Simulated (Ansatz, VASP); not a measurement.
**Two plane-wave programs on Ti**

```
CELL_PARAMETERS angstrom
0.00000 2.00053 2.00053
2.00053 0.00000 2.00053
2.00053 2.00053 0.00000
ATOMIC_POSITIONS crystal
Ti 0.00000 0.00000 0.00000
```

Alike in both runs: task single point; functional LDA; k mesh 22 × 22 × 22; occupations gaussian, width 0.15 eV; no spin polarisation.

```csv
,VASP,Ansatz
version,VASP 6.6.1,Ansatz 0.2.0
potentials or method,"VASP PAW LDA potentials, release 64 (Ti_sv), cutoff 520 eV","scalar-relativistic, plane waves, PAW"
valence electrons in the cell,12,12
```

```csv
,VASP,Ansatz,Ansatz less VASP
gap on the k mesh at the Fermi level (eV),none,none,-
pressure (GPa),0.0,0.1,+0.14
```

Ansatz warns that its potentials were made for another functional, while VASP's fit it. LDA's correlation is that of Perdew and Zunger in VASP and of Perdew and Wang (1992) in Ansatz. A gap of «none» marks a metal or a gap that the smearing closes.
